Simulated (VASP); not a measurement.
# Fe (Im-3m) in VASP: single point with PBE

Aim: the single point of Fe with PBE.

Everything below comes from runs of VASP 6.6.1. Logs are shortened: lines on timing, memory, paths and dates and some standing lists are left out, and cuts for length are marked.

### Step 1. The cell of the first run

Symmetry: Im-3m, No. 229, cubic system. Conventional cell: a = 2.905 Å, b = 2.905 Å, c = 2.905 Å, α = 90.00°, β = 90.00°, γ = 90.00°. Fe (site symmetry m-3m) has 14 Fe at 2.52 to 2.90 Å within 3.3 Å.

### Step 2. Single point, PBE, non-collinear spin, typed start, spin-orbit coupling

The input, INCAR:

```
SYSTEM = Fe
ALGO = Normal
EDIFF = 1E-6
ENCUT = 520
GGA = PE
GGA_COMPAT = .False.
ISIF = 2
ISMEAR = 0
LASPH = .True.
LCHARG = .False.
LMAXMIX = 4
LORBIT = 11
LORBMOM = .True.
LREAL = .False.
LSORBIT = .True.
LWAVE = .False.
MAGMOM = 0 0 2.2
NBANDS = 19
NELM = 150
PREC = Accurate
SIGMA = 0.1
```

The input, KPOINTS:

```
k-points
0
Gamma
  5 5 5
  0 0 0
```

The input, POSCAR:

```
Fe
1.0
   -1.4525000000      1.4525000000      1.4525000000
    1.4525000000     -1.4525000000      1.4525000000
    1.4525000000      1.4525000000     -1.4525000000
Fe
1
Direct
    0.0000000000      0.0000000000      0.0000000000
```

Potentials or basis: VASP PAW PBE potentials, release 64 (Fe).

Command:

```
$ cat potpaw_PBE.64/Fe/POTCAR > POTCAR
$ mpirun -np 1 vasp_ncl > vasp.out
```

OUTCAR:

```text
SYSTEM = Fe
   EDIFF = 1E-6
   ENCUT = 520
   GGA = PE
   ISIF = 2
   ISMEAR = 0
   LASPH = .True.
   LORBIT = 11
   LREAL = .False.
   LSORBIT = .True.
   NELM = 150
   PREC = Accurate

 ion  position               nearest neighbor table
   1  0.000  0.000  0.000-

  LATTYP: Found a body centered cubic cell.
 ALAT       =     2.9050000000

  Lattice vectors:

 A1 = (  -1.4525000000,   1.4525000000,   1.4525000000)
 A2 = (   1.4525000000,  -1.4525000000,   1.4525000000)
 A3 = (   1.4525000000,   1.4525000000,  -1.4525000000)

Analysis of symmetry for initial positions (statically):
=====================================================================
 Subroutine PRICEL returns:
 Original cell was already a primitive cell.

 Routine SETGRP: Setting up the symmetry group for a
 body centered cubic supercell.

 Subroutine GETGRP returns: Found 48 space group operations
 (whereof 48 operations were pure point group operations)
 out of a pool of 48 trial point group operations.

The static configuration has the point symmetry O_h .

Analysis of symmetry for dynamics (positions and initial velocities):
=====================================================================
 Subroutine PRICEL returns:
 Original cell was already a primitive cell.

 Routine SETGRP: Setting up the symmetry group for a
 body centered cubic supercell.

 Subroutine GETGRP returns: Found 48 space group operations
 (whereof 48 operations were pure point group operations)
 out of a pool of 48 trial point group operations.

The dynamic configuration has the point symmetry O_h .

Analysis of structural, dynamic, and magnetic symmetry:
=====================================================================
 Subroutine PRICEL returns:
 Original cell was already a primitive cell.

 Routine SETGRP: Setting up the symmetry group for a
 body centered cubic supercell.

 Subroutine GETGRP returns: Found  8 space group operations
 (whereof  8 operations were pure point group operations)
 out of a pool of 48 trial point group operations.

The overall configuration has the point symmetry C_4h.

 Subroutine INISYM returns: Found  8 space group operations
 (whereof  8 operations are pure point group operations),
 and found     1 'primitive' translations

----------------------------------------------------------------------------------------

                                     Primitive cell

  volume of cell :      12.2577

  direct lattice vectors                    reciprocal lattice vectors
    -1.452500000  1.452500000  1.452500000     0.000000000  0.344234079  0.344234079
     1.452500000 -1.452500000  1.452500000     0.344234079  0.000000000  0.344234079
     1.452500000  1.452500000 -1.452500000     0.344234079  0.344234079  0.000000000

  length of vectors
     2.515803798  2.515803798  2.515803798     0.486820503  0.486820503  0.486820503

  position of ions in fractional coordinates (direct lattice)
     0.000000000  0.000000000  0.000000000

  ion indices of the primitive-cell ions
   primitive index   ion index
                 1           1

----------------------------------------------------------------------------------------

 KPOINTS: k-points

Automatic generation of k-mesh.
 Grid dimensions read from file:
 generate k-points for:    5    5    5

 Generating k-lattice:

  Cartesian coordinates                     Fractional coordinates (reciprocal lattice)
     0.000000000  0.068846816  0.068846816     0.200000000  0.000000000  0.000000000
     0.068846816  0.000000000  0.068846816     0.000000000  0.200000000  0.000000000
     0.068846816  0.068846816  0.000000000     0.000000000  0.000000000  0.200000000

  Length of vectors
     0.097364101  0.097364101  0.097364101

  Shift w.r.t. Gamma in fractional coordinates (k-lattice)
     0.000000000  0.000000000  0.000000000

 Subroutine IBZKPT returns following result:
[... 40 lines left out ...]
   LNONCOLLINEAR =      T non collinear calculations
   LSORBIT =      T    spin-orbit coupling
   LASPH  =      T    aspherical Exc in radial PAW
   ENCUT  =  520.0 eV  38.22 Ry    6.18 a.u.   4.68  4.68  4.68*2*pi/ulx,y,z
   NELM   =    150;   NELMIN=  2; NELMDL= -5     # of ELM steps
   EDIFF  = 0.1E-05   stopping-criterion for ELM
   LREAL  =      F    real-space projection
   EDIFFG = 0.1E-04   stopping-criterion for IOM
   NSW    =      0    number of steps for IOM
   IBRION =     -1    ionic relax: 0-MD 1-quasi-New 2-CG
   NFREE  =      0    steps in history (QN), initial steepest desc. (CG)
   ISIF   =      2    stress and relaxation
   ISYM   =      2    0-nonsym 1-usesym 2-fastsym
   POTIM  = 0.5000    time-step for ionic-motion
   TEBEG  =    0.0;   TEEND  =   0.0 temperature during run
   PSTRESS=    0.0 pullay stress
   NELECT =       8.0000    total number of electrons
   NUPDOWN=      -1.0000    fix difference up-down
   EMIN   =  10.00;   EMAX   =-10.00  energy-range for DOS
   EFERMI =   0.00;   METHOD = LEGACY
   ISMEAR =     0;   SIGMA  =   0.10  broadening in eV -4-tet -1-fermi 0-gaus
   EFERMI_NEDOS =   21; number of points for ismear=-14 and -15
   IALGO  =     38    algorithm
   IMIX   =      4    mixing-type and parameters
     AMIX     =   0.40;   BMIX     =  1.00
     AMIX_MAG =   1.60;   BMIX_MAG =  1.00
  volume/ion in A,a.u.               =      12.26        82.72
  Fermi-wavevector in a.u.,A,eV,Ry     =   1.420045  2.683495 27.436516  2.016527
  Thomas-Fermi vector in A             =   2.541001
   LORBIT       =     11    0 simple, 1 ext, 2 COOP (PROOUT), +10 PAW based schemes
   GGA     = PE    functional components
   LHFCALC =     F    Hartree Fock is set to
   AEXX    =    0.0000 exact exchange contribution
   IVDW    =     0    specifies the selected vdW correction
   LEPSILON=     F    determine dielectric tensor
   LRPA    =     F    only Hartree local field effects (RPA)
 Gauss-broadening in eV      SIGMA  =   0.10
  energy-cutoff  :      520.00
  volume of cell :       12.26
 maximum number of plane-waves:       684
   NGX =  9   NGY =  9   NGZ =  9

 number of electron       8.0000000 magnetization       0.0000000      0.0000000      2.2000000

 number of electron       7.9999994 magnetization       0.0000000     -0.0000000      2.1917585

 Free energy of the ion-electron system (eV)
  ---------------------------------------------------
  ext. energy  EPLUGINS =         0.00000000
  ---------------------------------------------------
  free energy    TOTEN  =        -8.15656989 eV

  energy without entropy =       -8.14573487  energy(sigma->0) =       -8.15115238

 E-fermi :   4.9811     XC(G=0): -12.6988

 val. band max:        4.9674913802   @ k =   0.4000   0.0000   0.0000
 cond. band min:       5.0650967692   @ k =   0.4000   0.0000   0.0000
 fundamental gap:      0.0976053890
 Fermi energy:         4.9810939334

 k-point     1 :       0.0000    0.0000    0.0000
  band No.  band energies     occupation
      1      -2.9409      1.00000
      2      -2.7496      1.00000
      3       2.8991      1.00000
      4       2.9263      1.00000
      5       2.9575      1.00000
      6       3.9177      1.00000
[... 439 lines left out ...]
      6       4.5923      1.00000
[... 11 lines left out ...]
     18      21.1612      0.00000
     19      21.7762      0.00000

------------------------ aborting loop because EDIFF is reached ----------------------------------------

  FORCE on cell =-STRESS in cart. coord.  units (eV):
  Direction    XX          YY          ZZ          XY          YZ          ZX
  --------------------------------------------------------------------------------------
  -------------------------------------------------------------------------------------
  Total       -1.0346233     -1.0346233     -1.0329119      0.0000013     -0.0000000     -0.0000000
  in kB     -135.2335444   -135.2335444   -135.0098477      0.0001709     -0.0000000     -0.0000000
  external PRESSURE =    -135.1589788 kB  Pullay stress =       0.0000000 kB

 VOLUME and BASIS-vectors are now :
 -----------------------------------------------------------------------------
  energy-cutoff  :      520.00
  volume of cell :       12.26
      direct lattice vectors                 reciprocal lattice vectors
    -1.452500000  1.452500000  1.452500000     0.000000000  0.344234079  0.344234079
     1.452500000 -1.452500000  1.452500000     0.344234079  0.000000000  0.344234079
     1.452500000  1.452500000 -1.452500000     0.344234079  0.344234079  0.000000000

 POSITION                                       TOTAL-FORCE (eV/Angst)
 -----------------------------------------------------------------------------------
      0.00000      0.00000      0.00000        -0.000000     -0.000000      0.000000
 -----------------------------------------------------------------------------------
    total drift:                                0.000000     -0.000000      0.000000

  FREE ENERGIE OF THE ION-ELECTRON SYSTEM (eV)
  ---------------------------------------------------
  free  energy   TOTEN  =        -8.1565698902 eV

  energy  without entropy=       -8.1457348692  energy(sigma->0) =       -8.15115238

 orbital moment (x)

 # of ion     p       d       tot
 ----------------------------------------
  1         0.000  -0.000  -0.000
 ----------------------------------------
            0.000  -0.000  -0.000

 orbital moment (y)

 # of ion     p       d       tot
 ----------------------------------------
  1        -0.000   0.000   0.000
 ----------------------------------------
           -0.000   0.000   0.000

 orbital moment (z)

 # of ion     p       d       tot
 ----------------------------------------
  1         0.000   0.054   0.054
 ----------------------------------------
            0.000   0.054   0.054

 Spin-Orbit-Coupling matrix elements

 Ion:    1  E_soc:     -0.0134922
 l=   1
     0.0000000    -0.0003195    -0.0002918
    -0.0003195     0.0000000    -0.0003195
    -0.0002918    -0.0003195     0.0000000
 l=   2
     0.0000000    -0.0005109     0.0000000    -0.0005109    -0.0013254
    -0.0005109     0.0000000    -0.0011075    -0.0005060    -0.0003736
     0.0000000    -0.0011075     0.0000000    -0.0011075     0.0000000
    -0.0005109    -0.0005060    -0.0011075     0.0000000    -0.0003736
    -0.0013254    -0.0003736     0.0000000    -0.0003736     0.0000000
 l=   3
     0.0000000     0.0000000     0.0000000     0.0000000     0.0000000     0.0000000     0.0000000
     0.0000000     0.0000000     0.0000000     0.0000000     0.0000000     0.0000000     0.0000000
     0.0000000     0.0000000     0.0000000     0.0000000     0.0000000     0.0000000     0.0000000
     0.0000000     0.0000000     0.0000000     0.0000000     0.0000000     0.0000000     0.0000000
     0.0000000     0.0000000     0.0000000     0.0000000     0.0000000     0.0000000     0.0000000
     0.0000000     0.0000000     0.0000000     0.0000000     0.0000000     0.0000000     0.0000000
     0.0000000     0.0000000     0.0000000     0.0000000     0.0000000     0.0000000     0.0000000

 total charge

# of ion       s       p       d       tot
------------------------------------------
    1        0.455   0.484   6.180   7.119

 magnetization (x)

# of ion       s       p       d       tot
------------------------------------------
    1        0.000   0.000   0.000   0.000

 magnetization (y)

# of ion       s       p       d       tot
------------------------------------------
    1        0.000   0.000   0.000   0.000

 magnetization (z)

# of ion       s       p       d       tot
------------------------------------------
    1       -0.012  -0.039   2.244   2.192
```

Run time: 36 s. Hardware: 1 thread of Intel Xeon 6975P-C (Granite Rapids), shared host; peak memory 0.16 GiB.

Results:

```yaml
Free_energy: -8.1566 eV
Pressure: -13.5 GPa
Net_moment: 2.19 μB per cell
Valence_electrons_inside_the_program's_atomic_spheres: Fe 7.12
```

Moments on the atoms (μB; x, y, z):
```
Fe  0.00 0.00 2.19
```

Caveat: the k points lie up to 0.61 Å⁻¹ apart.
